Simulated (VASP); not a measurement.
# Fe (P6_3/mmc) in VASP: further runs, part 2 of 2

VASP 6.6.1. Earlier steps stand in the parts before.

### Step 4. Single point, r2SCAN, collinear spin, ferromagnetic start

This run uses another cell than the first one, of 9.27 Å³/atom.

The input, POSCAR:

```
Fe
1.0
    2.3844669570      0.0000000000      0.0000000000
   -1.1922334785      2.0650089592      0.0000000000
    0.0000000000      0.0000000000      3.7635056374
Fe
2
Direct
    0.6666666667      0.3333333333      0.7500000000
    0.3333333333      0.6666666667      0.2500000000
```

The input, INCAR.step1:

```
SYSTEM = Fe
  PREC = Accurate
  ENCUT = 520
  ISMEAR = -1
  SIGMA = 0.05
  LREAL = .FALSE.
  LASPH = .TRUE.
  NELM = 150
  ISPIN = 2
  MAGMOM = 3 3
  LMAXMIX = 4
  NBANDS = 19
  GGA = PE
  ALGO = Normal
  EDIFF = 1E-4
  LWAVE = .TRUE.
  LCHARG = .FALSE.
```

The input, INCAR.step2:

```
SYSTEM = Fe
  PREC = Accurate
  ENCUT = 520
  EDIFF = 1E-6
  ISMEAR = -1
  SIGMA = 0.05
  LREAL = .FALSE.
  LASPH = .TRUE.
  NELM = 150
  ALGO = Normal
  ISIF = 2
  LWAVE = .FALSE.
  LCHARG = .FALSE.
  ISPIN = 2
  MAGMOM = 3 3
  LORBIT = 11
  LMAXMIX = 4
  METAGGA = R2SCAN
  LMIXTAU = .TRUE.
  NBANDS = 19
  ISTART = 1
```

The input, KPOINTS:

```
Automatic mesh
0
G
  12 12 7
  0 0 0
```

Potentials or basis: VASP PAW PBE potentials, release 64 (Fe).

Started as:

```sh
cat potpaw_PBE.64/Fe/POTCAR > POTCAR
cp INCAR.step1 INCAR
mpirun -np 1 vasp_std > vasp.out
cp INCAR.step2 INCAR
mpirun -np 1 vasp_std > vasp.out
```

It took 2.6 min on 1 thread of Intel Xeon Platinum 8488C (Sapphire Rapids), shared host; peak memory 0.16 GiB.

Results (log left out):

```
Free energy                                           : -27.3106 eV
Pressure                                              : 23.6 GPa
Band gap on the k mesh                                : zero (filled and empty bands overlap)
Net moment                                            : 0.00 μB per cell
Valence electrons inside the program's atomic spheres : Fe 7.79
```

Stress tensor (GPa, compression positive):
```
22.79  0.00  0.00
 0.00 22.79  0.00
 0.00  0.00 25.31
```

Levels at points of the mesh, in eV from the Fermi level:
Spin up:
| k point | band 5 | band 6 | band 7 | band 8 | band 9 | band 10 | band 11 | band 12 |
| --- | --- | --- | --- | --- | --- | --- | --- | --- |
| (0.00, 0.00, 0.00) | -1.80 | -1.42 | -1.42 | -1.04 | -1.04 | 0.48 | 0.81 | 0.81 |
| (0.50, 0.00, 0.00) | -2.36 | -1.83 | -1.26 | 0.94 | 1.21 | 1.25 | 3.06 | 5.56 |
Spin down:
```
           k point  band 4  band 5  band 6  band 7  band 8  band 9  band 10  band 11  band 12  band 13
(0.00, 0.00, 0.00)   -1.98   -1.80   -1.42   -1.42   -1.04   -1.04     0.48     0.81     0.81    10.16
(0.50, 0.00, 0.00)   -2.45   -2.36   -1.83   -1.26    0.94    1.21     1.25     3.06     5.56    12.64
```

Caveat: the cell stands under pressure; the PAW data sets were made with another functional, which shifts forces and pressure a little.

### Step 5. Single point, r2SCAN, collinear spin, ferromagnetic start

This run uses another cell than the first one, of 9.46 Å³/atom.

The input, POSCAR:

```
Fe
1.0
    2.4012595311      0.0000000000      0.0000000000
   -1.2006297656      2.0795517550      0.0000000000
    0.0000000000      0.0000000000      3.7900100715
Fe
2
Direct
    0.6666666667      0.3333333333      0.7500000000
    0.3333333333      0.6666666667      0.2500000000
```

The input, INCAR.step1:

```
SYSTEM = Fe
ALGO = Normal
EDIFF = 1E-4
ENCUT = 520
GGA = PE
ISMEAR = -1
ISPIN = 2
LASPH = .True.
LCHARG = .False.
LMAXMIX = 4
LREAL = .False.
LWAVE = .True.
MAGMOM = 3 3
NBANDS = 19
NELM = 150
PREC = Accurate
SIGMA = 0.05
```

The input, INCAR.step2:

```
SYSTEM = Fe
ALGO = Normal
EDIFF = 1E-7
ENCUT = 520
ISIF = 2
ISMEAR = -1
ISPIN = 2
ISTART = 1
LASPH = .True.
LCHARG = .True.
LELF = .True.
LMAXMIX = 4
LMIXTAU = .True.
LORBIT = 11
LREAL = .False.
LVHAR = .True.
LWAVE = .False.
MAGMOM = 3 3
METAGGA = R2SCAN
NBANDS = 19
NELM = 150
PREC = Accurate
SIGMA = 0.05
```

The input, KPOINTS:

```
k-points
0
Gamma
  12 12 7
  0 0 0
```

Potentials or basis: VASP PAW PBE potentials, release 64 (Fe).

Started as:

```sh
cat potpaw_PBE.64/Fe/POTCAR > POTCAR
cp INCAR.step1 INCAR
mpirun -np 1 vasp_std > vasp.out
cp INCAR.step2 INCAR
mpirun -np 1 vasp_std > vasp.out
```

OUTCAR:

```text
SYSTEM = Fe
   EDIFF = 1E-7
   ENCUT = 520
   ISIF = 2
   ISMEAR = -1
   ISPIN = 2
   ISTART = 1
   LASPH = .True.
   LORBIT = 11
   LREAL = .False.
   METAGGA = R2SCAN
   NELM = 150
   PREC = Accurate

 ion  position               nearest neighbor table
   1  0.667  0.333  0.750-   2 2.35   2 2.35   2 2.35   2 2.35   2 2.35   2 2.35
   2  0.333  0.667  0.250-   1 2.35   1 2.35   1 2.35   1 2.35   1 2.35   1 2.35

  LATTYP: Found a hexagonal cell.
 ALAT       =     2.4012595311
 C/A-ratio  =     1.5783425417

  Lattice vectors:

 A1 = (   2.4012595311,   0.0000000000,   0.0000000000)
[... 1274 lines left out ...]

 VOLUME and BASIS-vectors are now :
 -----------------------------------------------------------------------------
  energy-cutoff  :      520.00
  volume of cell :       18.93
      direct lattice vectors                 reciprocal lattice vectors
     2.401259531  0.000000000  0.000000000     0.416448113  0.240436430  0.000000000
    -1.200629766  2.079551755  0.000000000     0.000000000  0.480872860  0.000000000
     0.000000000  0.000000000  3.790010071     0.000000000  0.000000000  0.263851542

 POSITION                                       TOTAL-FORCE (eV/Angst)
 -----------------------------------------------------------------------------------
      1.20063      0.69318      2.84251        -0.000000      0.000000      0.000000
     -0.00000      1.38637      0.94750         0.000000      0.000000      0.000000
 -----------------------------------------------------------------------------------
    total drift:                                0.000000      0.000000     -0.000000

  FREE ENERGIE OF THE ION-ELECTRON SYSTEM (eV)
  ---------------------------------------------------
  free  energy   TOTEN  =       -27.3580773107 eV

  energy  without entropy=      -27.3398964313  energy(sigma->0) =      -27.34898687

 total charge

# of ion       s       p       d       tot
------------------------------------------
    1        0.583   0.734   6.411   7.728
    2        0.583   0.734   6.411   7.728
--------------------------------------------------
tot          1.166   1.469  12.821  15.456

 magnetization (x)

# of ion       s       p       d       tot
------------------------------------------
    1        0.000   0.000  -0.000  -0.000
    2        0.000   0.000  -0.000  -0.000
--------------------------------------------------
tot          0.000   0.000  -0.000  -0.000
```

It took 3.2 min on 1 thread of Intel Xeon Platinum 8488C (Sapphire Rapids), shared host; peak memory 0.16 GiB.

What came out:

```yaml
Free_energy: -27.3581 eV
Pressure: 15.1 GPa
Band_gap_on_the_k_mesh: zero (filled and empty bands overlap)
Net_moment: 0.00 μB per cell
Valence_electrons_inside_the_program's_atomic_spheres: Fe 7.73
```

Stress tensor (GPa, compression positive):
```
14.40  0.00  0.00
 0.00 14.40  0.00
 0.00  0.00 16.47
```

Caveat: the cell stands under pressure; the PAW data sets were made with another functional, which shifts forces and pressure a little.

### Step 6. Single point, r2SCAN, collinear spin, ferromagnetic start

This run uses another cell than the first one, of 9.66 Å³/atom.

The input, POSCAR:

```
Fe
1.0
    2.4178204650      0.0000000000      0.0000000000
   -1.2089102325      2.0938939445      0.0000000000
    0.0000000000      0.0000000000      3.8161488980
Fe
2
Direct
    0.6666666667      0.3333333333      0.7500000000
    0.3333333333      0.6666666667      0.2500000000
```

The input, INCAR.step1:

```
SYSTEM = Fe
PREC = Accurate
ENCUT = 520
ISMEAR = -1
SIGMA = 0.05
LREAL = .FALSE.
LASPH = .TRUE.
NELM = 150
ISPIN = 2
MAGMOM = 3 3
LMAXMIX = 4
NBANDS = 19
GGA = PE
ALGO = Normal
EDIFF = 1E-4
LWAVE = .TRUE.
LCHARG = .FALSE.
```

The input, INCAR.step2:

```
SYSTEM = Fe
PREC = Accurate
ENCUT = 520
EDIFF = 1E-6
ISMEAR = -1
SIGMA = 0.05
LREAL = .FALSE.
LASPH = .TRUE.
NELM = 150
ALGO = Normal
ISIF = 2
LWAVE = .FALSE.
LCHARG = .FALSE.
ISPIN = 2
MAGMOM = 3 3
LORBIT = 11
LMAXMIX = 4
METAGGA = R2SCAN
LMIXTAU = .TRUE.
NBANDS = 19
ISTART = 1
```

The input, KPOINTS:

```
Automatic mesh
0
G
  12 12 7
  0 0 0
```

Potentials or basis: VASP PAW PBE potentials, release 64 (Fe).

Started as:

```sh
cat potpaw_PBE.64/Fe/POTCAR > POTCAR
cp INCAR.step1 INCAR
mpirun -np 1 vasp_std > vasp.out
cp INCAR.step2 INCAR
mpirun -np 1 vasp_std > vasp.out
```

OUTCAR:

```text
SYSTEM = Fe
   PREC = Accurate
   ENCUT = 520
   EDIFF = 1E-6
   ISMEAR = -1
   LREAL = .FALSE.
   LASPH = .TRUE.
   NELM = 150
   ISIF = 2
   ISPIN = 2
   LORBIT = 11
   METAGGA = R2SCAN
   ISTART = 1

 ion  position               nearest neighbor table
   1  0.667  0.333  0.750-   2 2.36   2 2.36   2 2.36   2 2.36   2 2.36   2 2.36
   2  0.333  0.667  0.250-   1 2.36   1 2.36   1 2.36   1 2.36   1 2.36   1 2.36

  LATTYP: Found a hexagonal cell.
 ALAT       =     2.4178204650
 C/A-ratio  =     1.5783425417

  Lattice vectors:

 A1 = (   2.4178204650,   0.0000000000,   0.0000000000)
 A2 = (  -1.2089102325,   2.0938939445,   0.0000000000)
 A3 = (   0.0000000000,   0.0000000000,   3.8161488980)

Analysis of symmetry for initial positions (statically):
=====================================================================
 Subroutine PRICEL returns:
 Original cell was already a primitive cell.

 Routine SETGRP: Setting up the symmetry group for a
 hexagonal supercell.

 Subroutine GETGRP returns: Found 24 space group operations
 (whereof 12 operations were pure point group operations)
[... 721 lines left out ...]

 k-point     1 :       0.0000    0.0000    0.0000
  band No.  band energies     occupation
      1      -2.3493      1.00000
      2       1.8935      1.00000
      3       5.5467      1.00000
      4       5.5467      1.00000
      5       5.7139      1.00000
      6       6.0692      1.00000
[... 517 lines left out ...]
     18      32.9711      0.00000
     19      35.0287      0.00000

 [... further k-points ...]
[... 5 lines left out ...]
  --------------------------------------------------------------------------------------
  -------------------------------------------------------------------------------------
  Total        0.8337980      0.8337980      1.0342942      0.0000000      0.0000000      0.0000000
  in kB       69.1460513     69.1460513     85.7730023      0.0000000      0.0000000      0.0000000
  external PRESSURE =      74.6883683 kB  Pullay stress =       0.0000000 kB

 VOLUME and BASIS-vectors are now :
 -----------------------------------------------------------------------------
  energy-cutoff  :      520.00
  volume of cell :       19.32
      direct lattice vectors                 reciprocal lattice vectors
     2.417820465  0.000000000  0.000000000     0.413595639  0.238789553  0.000000000
    -1.208910233  2.093893944  0.000000000     0.000000000  0.477579107  0.000000000
     0.000000000  0.000000000  3.816148898     0.000000000  0.000000000  0.262044283

 POSITION                                       TOTAL-FORCE (eV/Angst)
 -----------------------------------------------------------------------------------
      1.20891      0.69796      2.86211         0.000000     -0.000000      0.000000
     -0.00000      1.39593      0.95404        -0.000000      0.000000      0.000000
 -----------------------------------------------------------------------------------
    total drift:                                0.000000     -0.000000     -0.000000

  FREE ENERGIE OF THE ION-ELECTRON SYSTEM (eV)
  ---------------------------------------------------
  free  energy   TOTEN  =       -27.3856850072 eV

  energy  without entropy=      -27.3669469419  energy(sigma->0) =      -27.37631597

 total charge

# of ion       s       p       d       tot
------------------------------------------
    1        0.572   0.711   6.386   7.669
    2        0.572   0.711   6.386   7.669
--------------------------------------------------
tot          1.143   1.423  12.772  15.338

 magnetization (x)

# of ion       s       p       d       tot
------------------------------------------
    1        0.000  -0.000   0.000   0.000
    2        0.000  -0.000   0.000   0.000
--------------------------------------------------
tot          0.000  -0.000   0.000   0.000
```

OUTCAR.step1:

```text
SYSTEM = Fe
   PREC = Accurate
   ENCUT = 520
   ISMEAR = -1
   LREAL = .FALSE.
   LASPH = .TRUE.
[... 1304 lines left out ...]
      1.20891      0.69796      2.86211         0.000000      0.000000      0.000000
     -0.00000      1.39593      0.95404        -0.000000      0.000000      0.000000
 -----------------------------------------------------------------------------------
    total drift:                                0.000000     -0.000000     -0.000000

  FREE ENERGIE OF THE ION-ELECTRON SYSTEM (eV)
  ---------------------------------------------------
  free  energy   TOTEN  =       -16.2690797697 eV

  energy  without entropy=      -16.2501787922  energy(sigma->0) =      -16.25962928
```

It took 2.6 min on 1 thread of Intel Xeon Platinum 8488C (Sapphire Rapids), shared host; peak memory 0.16 GiB.

What came out:

```yaml
Free_energy: -27.3857 eV
Pressure: 7.5 GPa
Band_gap_on_the_k_mesh: zero (filled and empty bands overlap)
Net_moment: 0.00 μB per cell
Valence_electrons_inside_the_program's_atomic_spheres: Fe 7.67
```

Stress tensor (GPa, compression positive):
```
6.91 0.00 0.00
0.00 6.91 0.00
0.00 0.00 8.58
```

Caveat: the cell stands under pressure; the PAW data sets were made with another functional, which shifts forces and pressure a little.
